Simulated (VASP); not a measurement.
# Zr (P6/mmm) in VASP: notebook

The runs below take Zr through single point, with PBEsol.

All numbers are computed with VASP 6.6.1; they aren't measurements. Logs are shortened: lines on timing, memory, paths and dates and some standing lists are left out, and cuts for length are marked.

### 1 The cell of the first run

It takes space group P6/mmm (No. 191, hexagonal). The conventional cell has a = 4.976 Å, b = 4.976 Å, c = 3.107 Å, α = 90.00°, β = 90.00°, γ = 120.00°. Zr (site symmetry 6/mmm) has 14 Zr at 3.11 to 3.27 Å within 4.1 Å. Within 3.8 Å of Zr (site symmetry -6m2) lie 11 Zr at 2.87 to 3.27 Å.

### 2 Single point, PBEsol

File INCAR:

```
SYSTEM = Zr
PREC     = Accurate       ! precision mode
ENCUT    = 520            ! plane-wave cutoff, eV
EDIFF    = 1E-7           ! SCF threshold, eV
ISMEAR   = -1             ! smearing method
SIGMA    = 0.1            ! smearing width, eV
LREAL    = .False.        ! projectors in reciprocal space
LASPH    = .True.         ! aspherical terms in the spheres
NELM     = 100            ! most SCF steps
ALGO     = Normal         ! electronic algorithm
ISIF     = 2              ! what is computed and relaxed
LWAVE    = .False.        ! write WAVECAR
LCHARG   = .False.        ! write CHGCAR
GGA      = PS             ! functional
NBANDS   = 25             ! bands
```

File KPOINTS:

```
regular mesh
0
Gamma
  7 7 10
  0 0 0
```

File POSCAR:

```
Zr
1.0
    4.9762445126      0.0000000000      0.0000000000
   -2.4881222563      4.3095541634      0.0000000000
    0.0000000000      0.0000000000      3.1071401290
Zr
3
Direct
    1.0000000000      0.0000000000      1.0000000000
    0.3333333333      0.6666666667      0.5000000000
    0.6666666667      0.3333333333      0.5000000000
```

Potentials or basis: VASP PAW PBE potentials, release 64 (Zr_sv).

Command:

```
$ cat potpaw_PBE.64/Zr_sv/POTCAR > POTCAR
$ mpirun -np 1 vasp_std > vasp.out
```

OUTCAR:

```text
SYSTEM = Zr
   PREC = Accurate
   ENCUT = 520
   EDIFF = 1E-7
   ISMEAR = -1
   LREAL = .False.
   LASPH = .True.
   NELM = 100
   ISIF = 2
   GGA = PS

 ion  position               nearest neighbor table
   1  0.000  0.000  0.000-   2 3.27   3 3.27   2 3.27   3 3.27   3 3.27   3 3.27   2 3.27   2 3.27
                             3 3.27   3 3.27   2 3.27   2 3.27
   2  0.333  0.667  0.500-   3 2.87   3 2.87   3 2.87   1 3.27   1 3.27   1 3.27   1 3.27   1 3.27
                             1 3.27
   3  0.667  0.333  0.500-   2 2.87   2 2.87   2 2.87   1 3.27   1 3.27   1 3.27   1 3.27   1 3.27
                             1 3.27

  LATTYP: Found a hexagonal cell.
 ALAT       =     4.9762445126
 C/A-ratio  =     0.6243945853

  Lattice vectors:

 A1 = (   4.9762445126,   0.0000000000,   0.0000000000)
 A2 = (  -2.4881222563,   4.3095541634,   0.0000000000)
 A3 = (   0.0000000000,   0.0000000000,   3.1071401290)

Analysis of symmetry for initial positions (statically):
=====================================================================
 Subroutine PRICEL returns:
 Original cell was already a primitive cell.

 Routine SETGRP: Setting up the symmetry group for a
 hexagonal supercell.

 Subroutine GETGRP returns: Found 24 space group operations
 (whereof 24 operations were pure point group operations)
 out of a pool of 24 trial point group operations.

The static configuration has the point symmetry D_6h.

Analysis of symmetry for dynamics (positions and initial velocities):
=====================================================================
 Subroutine PRICEL returns:
 Original cell was already a primitive cell.

 Routine SETGRP: Setting up the symmetry group for a
 hexagonal supercell.

 Subroutine GETGRP returns: Found 24 space group operations
 (whereof 24 operations were pure point group operations)
 out of a pool of 24 trial point group operations.

The dynamic configuration has the point symmetry D_6h.

 Subroutine INISYM returns: Found 24 space group operations
 (whereof 24 operations are pure point group operations),
 and found     1 'primitive' translations

----------------------------------------------------------------------------------------

                                     Primitive cell

  volume of cell :      66.6338

  direct lattice vectors                    reciprocal lattice vectors
     4.976244513  0.000000000  0.000000000     0.200954756  0.116021282  0.000000000
    -2.488122256  4.309554163  0.000000000     0.000000000  0.232042565  0.000000000
     0.000000000  0.000000000  3.107140129     0.000000000  0.000000000  0.321839363

  length of vectors
     4.976244513  4.976244513  3.107140129     0.232042565  0.232042565  0.321839363

  position of ions in fractional coordinates (direct lattice)
     0.000000000  0.000000000  0.000000000
     0.333333333  0.666666667  0.500000000
     0.666666667  0.333333333  0.500000000

  ion indices of the primitive-cell ions
   primitive index   ion index
                 1           1
                 2           2
                 3           3

----------------------------------------------------------------------------------------

 KPOINTS: regular mesh

Automatic generation of k-mesh.
 Grid dimensions read from file:
 generate k-points for:    7    7   10

 Generating k-lattice:

  Cartesian coordinates                     Fractional coordinates (reciprocal lattice)
     0.028707822  0.016574469  0.000000000     0.142857143  0.000000000  0.000000000
     0.000000000  0.033148938  0.000000000     0.000000000  0.142857143  0.000000000
     0.000000000  0.000000000  0.032183936     0.000000000  0.000000000  0.100000000

  Length of vectors
     0.033148938  0.033148938  0.032183936

  Shift w.r.t. Gamma in fractional coordinates (k-lattice)
     0.000000000  0.000000000  0.000000000

 Subroutine IBZKPT returns following result:
 ===========================================

 Found     48 irreducible k-points:

 Following reciprocal coordinates:
            Coordinates               Weight
  0.000000  0.000000  0.000000      1.000000
  0.142857  0.000000  0.000000      6.000000
  0.285714 -0.000000  0.000000      6.000000
  0.428571  0.000000  0.000000      6.000000
  0.142857  0.142857  0.000000      6.000000
  0.285714  0.142857  0.000000     12.000000
[... 16 lines left out ...]
  0.428571  0.142857  0.200000     12.000000
  0.285714  0.285714  0.200000     12.000000
 [... further k-points ...]
   k-points           NKPTS =     48   k-points in BZ     NKDIM =     48   number of bands    NBANDS=     25
   number of dos      NEDOS =    301   number of ions     NIONS =      3
   total plane-waves  NPLWV =  38400
   dimension x,y,z NGX =    40 NGY =   40 NGZ =   24
   dimension x,y,z NGXF=    80 NGYF=   80 NGZF=   48
   ions per type =               3
   NGX,Y,Z   is equivalent  to a cutoff of  13.36, 13.36, 12.84 a.u.
   NGXF,Y,Z  is equivalent  to a cutoff of  26.73, 26.73, 25.68 a.u.
 SYSTEM =  Zr
   PREC   = accura    normal or accurate (medium, high low for compatibility)
   ISTART =      0    job   : 0-new  1-cont  2-samecut
   ICHARG =      2    charge: 1-file 2-atom 10-const
   ISPIN  =      1    spin polarized calculation?
   LNONCOLLINEAR =      F non collinear calculations
   LSORBIT =      F    spin-orbit coupling
   LASPH  =      T    aspherical Exc in radial PAW
   ENCUT  =  520.0 eV  38.22 Ry    6.18 a.u.   9.25  9.25  5.78*2*pi/ulx,y,z
   NELM   =    100;   NELMIN=  2; NELMDL= -5     # of ELM steps
   EDIFF  = 0.1E-06   stopping-criterion for ELM
   LREAL  =      F    real-space projection
   EDIFFG = 0.1E-05   stopping-criterion for IOM
   NSW    =      0    number of steps for IOM
   IBRION =     -1    ionic relax: 0-MD 1-quasi-New 2-CG
   NFREE  =      0    steps in history (QN), initial steepest desc. (CG)
   ISIF   =      2    stress and relaxation
   ISYM   =      2    0-nonsym 1-usesym 2-fastsym
   POTIM  = 0.5000    time-step for ionic-motion
   TEBEG  =    0.0;   TEEND  =   0.0 temperature during run
   PSTRESS=    0.0 pullay stress
   NELECT =      36.0000    total number of electrons
   NUPDOWN=      -1.0000    fix difference up-down
   EMIN   =  10.00;   EMAX   =-10.00  energy-range for DOS
   EFERMI =   0.00;   METHOD = LEGACY
   ISMEAR =    -1;   SIGMA  =   0.10  broadening in eV -4-tet -1-fermi 0-gaus
   EFERMI_NEDOS =   21; number of points for ismear=-14 and -15
   IALGO  =     38    algorithm
   IMIX   =      4    mixing-type and parameters
     AMIX     =   0.40;   BMIX     =  1.00
     AMIX_MAG =   1.60;   BMIX_MAG =  1.00
  volume/ion in A,a.u.               =      22.21       149.89
  Fermi-wavevector in a.u.,A,eV,Ry     =   1.333350  2.519665 24.188725  1.777821
  Thomas-Fermi vector in A             =   2.462215
   LORBIT       =      0    0 simple, 1 ext, 2 COOP (PROOUT), +10 PAW based schemes
   GGA     = PS    functional components
   LHFCALC =     F    Hartree Fock is set to
   AEXX    =    0.0000 exact exchange contribution
   IVDW    =     0    specifies the selected vdW correction
   LEPSILON=     F    determine dielectric tensor
   LRPA    =     F    only Hartree local field effects (RPA)
 non-spin polarized calculation
  energy-cutoff  :      520.00
  volume of cell :       66.63
 maximum number of plane-waves:      1824
 NGX is ok and might be reduce to    40
   NGX = 19   NGY = 19   NGZ = 11

 number of electron      36.0000000 magnetization

 Free energy of the ion-electron system (eV)
  ---------------------------------------------------
  ext. energy  EPLUGINS =         0.00000000
  ---------------------------------------------------
  free energy    TOTEN  =       -27.31808892 eV

  energy without entropy =      -27.22640157  energy(sigma->0) =      -27.27224525

 E-fermi :   9.2371     XC(G=0): -11.4170

 val. band max:        9.2248781455   @ k =   0.2857   0.2857   0.0000
 cond. band min:       9.3019063708   @ k =   0.2857   0.2857   0.3000
 fundamental gap:      0.0770282253
 Fermi energy:         9.2371398551

 k-point     1 :       0.0000    0.0000    0.0000
  band No.  band energies     occupation
      1     -39.4001      2.00000
      2     -39.1551      2.00000
      3     -38.9396      2.00000
      4     -17.6435      2.00000
      5     -17.6435      2.00000
      6     -17.5881      2.00000
[... 17 lines left out ...]
     24      11.5704      0.00000
     25      11.6222      0.00000

 k-point     2 :       0.1429    0.0000    0.0000
  band No.  band energies     occupation
      1     -39.3946      2.00000
      2     -39.1502      2.00000
      3     -38.9506      2.00000
      4     -17.7725      2.00000
      5     -17.7319      2.00000
      6     -17.4513      2.00000
[... 17 lines left out ...]
     24      11.1729      0.00000
     25      12.3104      0.00000

 k-point     3 :       0.2857   -0.0000    0.0000
  band No.  band energies     occupation
      1     -39.3828      2.00000
      2     -39.1340      2.00000
      3     -38.9801      2.00000
      4     -17.8910      2.00000
      5     -17.7246      2.00000
      6     -17.3141      2.00000
[... 17 lines left out ...]
     24      11.8211      0.00000
     25      13.0154      0.00000

 k-point     4 :       0.4286    0.0000    0.0000
  band No.  band energies     occupation
      1     -39.3739      2.00000
      2     -39.1103      2.00000
      3     -39.0138      2.00000
      4     -17.9558      2.00000
      5     -17.5974      2.00000
      6     -17.3755      2.00000
[... 17 lines left out ...]
     24      12.1919      0.00000
     25      12.7294      0.00000
[... 477 lines left out ...]
 k-point    22 :       0.2857    0.1429    0.2000
  band No.  band energies     occupation
      1     -39.3512      2.00000
      2     -39.0942      2.00000
      3     -38.9826      2.00000
      4     -17.8244      2.00000
      5     -17.6708      2.00000
      6     -17.4336      2.00000
[... 17 lines left out ...]
     24      12.0762      0.00000
     25      12.5239      0.00000

 k-point    23 :       0.4286    0.1429    0.2000
  band No.  band energies     occupation
      1     -39.3485      2.00000
      2     -39.0732      2.00000
      3     -39.0069      2.00000
      4     -17.8452      2.00000
      5     -17.5630      2.00000
      6     -17.5573      2.00000
[... 17 lines left out ...]
     24      12.3744      0.00000
     25      12.8069      0.00000

 k-point    24 :       0.2857    0.2857    0.2000
  band No.  band energies     occupation
      1     -39.3481      2.00000
      2     -39.0626      2.00000
      3     -39.0180      2.00000
      4     -17.7961      2.00000
      5     -17.6427      2.00000
      6     -17.5468      2.00000
[... 17 lines left out ...]
     24      12.5452      0.00000
     25      12.7675      0.00000

 [... further k-points ...]

------------------------ aborting loop because EDIFF is reached ----------------------------------------

  FORCE on cell =-STRESS in cart. coord.  units (eV):
  Direction    XX          YY          ZZ          XY          YZ          ZX
  --------------------------------------------------------------------------------------
  -------------------------------------------------------------------------------------
  Total        0.0495604      0.0495604      0.0259424      0.0000000      0.0000000      0.0000000
  in kB        1.1916553      1.1916553      0.6237717      0.0000000      0.0000000      0.0000000
  external PRESSURE =       1.0023608 kB  Pullay stress =       0.0000000 kB

 VOLUME and BASIS-vectors are now :
 -----------------------------------------------------------------------------
  energy-cutoff  :      520.00
  volume of cell :       66.63
      direct lattice vectors                 reciprocal lattice vectors
     4.976244513  0.000000000  0.000000000     0.200954756  0.116021282  0.000000000
    -2.488122256  4.309554163  0.000000000     0.000000000  0.232042565  0.000000000
     0.000000000  0.000000000  3.107140129     0.000000000  0.000000000  0.321839363

 POSITION                                       TOTAL-FORCE (eV/Angst)
 -----------------------------------------------------------------------------------
      0.00000      0.00000      0.00000         0.000000      0.000000      0.000000
     -0.00000      2.87304      1.55357        -0.000000      0.000000      0.000000
      2.48812      1.43652      1.55357         0.000000     -0.000000     -0.000000
 -----------------------------------------------------------------------------------
    total drift:                                0.000000      0.000000      0.000000

  FREE ENERGIE OF THE ION-ELECTRON SYSTEM (eV)
  ---------------------------------------------------
  free  energy   TOTEN  =       -27.3180889205 eV

  energy  without entropy=      -27.2264015742  energy(sigma->0) =      -27.27224525
```

It took 2 min on 1 thread of Intel Xeon 8259CL, shared host; peak memory 0.22 GiB.

What came out:

| Quantity | Value |
| --- | --- |
| Free energy | -27.3181 eV |
| Pressure | 0.1 GPa |
| Band gap on the k mesh | zero (band 18 reaches 9.52 eV, above the bottom of band 19 at 9.03 eV) |

Caveat: the PAW data sets were made with another functional, which shifts forces and pressure a little.

### 3 Single point, PBEsol (volume scaled by 0.88)

INCAR, as its differences from that of step 2:

```diff
@@ -3,3 +3,3 @@
 ENCUT    = 520            ! plane-wave cutoff, eV
-EDIFF    = 1E-7           ! SCF threshold, eV
+EDIFF    = 1E-6           ! SCF threshold, eV
 ISMEAR   = -1             ! smearing method
```

File KPOINTS:

```
Automatic mesh
0
Gamma
  8 8 11
  0 0 0
```

File POSCAR:

```
Zr
1.0
    4.7686553543      0.0000000000      0.0000000000
   -2.3843276771      4.1297766787      0.0000000000
    0.0000000000      0.0000000000      2.9775225826
Zr
3
Direct
    1.0000000000      0.0000000000      1.0000000000
    0.3333333333      0.6666666667      0.5000000000
    0.6666666667      0.3333333333      0.5000000000
```

Potentials or basis: VASP PAW PBE potentials, release 64 (Zr_sv).

Command:

```
$ cat potpaw_PBE.64/Zr_sv/POTCAR > POTCAR
$ mpirun -np 1 vasp_std > vasp.out
```

It took 1.8 min on 1 thread of Intel Xeon 8259CL, shared host; peak memory 0.22 GiB.

The run converged. Its results:

| Item | Value |
| --- | --- |
| Free energy | -26.9379 eV |
| Pressure | 16.3 GPa |
| Band gap on the k mesh | zero (band 18 reaches 11.17 eV, above the bottom of band 19 at 10.40 eV) |

Stress tensor (GPa, compression positive):
```
16.41  0.00  0.00
 0.00 16.41  0.00
 0.00  0.00 16.21
```

Levels at points of the mesh, in eV from the Fermi level:
| k point | band 14 | band 15 | band 16 | band 17 | band 18 | band 19 | band 20 | band 21 | band 22 | band 23 |
| --- | --- | --- | --- | --- | --- | --- | --- | --- | --- | --- |
| (0.00, 0.00, 0.00) | -2.92 | -0.36 | -0.36 | -0.30 | -0.30 | -0.14 | 0.94 | 1.87 | 1.87 | 2.58 |
| (0.50, 0.00, 0.00) | -3.11 | -2.98 | -0.83 | -0.83 | -0.58 | -0.07 | 0.86 | 1.21 | 2.48 | 2.80 |

Caveat: the PAW data sets were made with another functional, which shifts forces and pressure a little.

### 4 Single point, PBEsol (volume scaled by 0.92)

File INCAR:

```
ALGO = Normal
EDIFF = 1E-7
ENCUT = 520
GGA = PS
ISIF = 2
ISMEAR = -1
LASPH = True
LCHARG = False
LREAL = False
LWAVE = False
NBANDS = 25
NELM = 80
PREC = Accurate
SIGMA = 0.1
```

File KPOINTS:

```
k-points
0
Gamma
  8 8 11
```

File POSCAR:

```
Zr
1.0
    4.8398398095      0.0000000000      0.0000000000
   -2.4199199048      4.1914242253      0.0000000000
    0.0000000000      0.0000000000      3.0219697710
Zr
3
Direct
    1.0000000000      0.0000000000      1.0000000000
    0.3333333333      0.6666666667      0.5000000000
    0.6666666667      0.3333333333      0.5000000000
```

Command:

```
$ cat potpaw_PBE.64/Zr_sv/POTCAR > POTCAR
$ mpirun -np 1 vasp_std > vasp.out
```

It took 2.1 min on 1 thread of Intel Xeon 8259CL, shared host; peak memory 0.22 GiB.

The run converged. Its results:

```
Free energy            : -27.1561 eV
Pressure               : 9.9 GPa
Band gap on the k mesh : zero (band 18 reaches 10.61 eV, above the bottom of band 19 at 9.90 eV)
```

Stress tensor (GPa, compression positive):
```
9.95 0.00 0.00
0.00 9.95 0.00
0.00 0.00 9.87
```

Levels at points of the mesh, in eV from the Fermi level:
```tsv
k point	band 15	band 16	band 17	band 18	band 19	band 20	band 21	band 22
(0.00, 0.00, 0.00)	-0.40	-0.40	-0.35	-0.35	-0.15	0.92	1.81	1.81
(0.50, 0.00, 0.00)	-3.03	-0.76	-0.75	-0.55	-0.04	0.81	1.19	2.22
```

Caveat: the PAW data sets were made with another functional, which shifts forces and pressure a little.

(Part 1 of 2 ends here.)
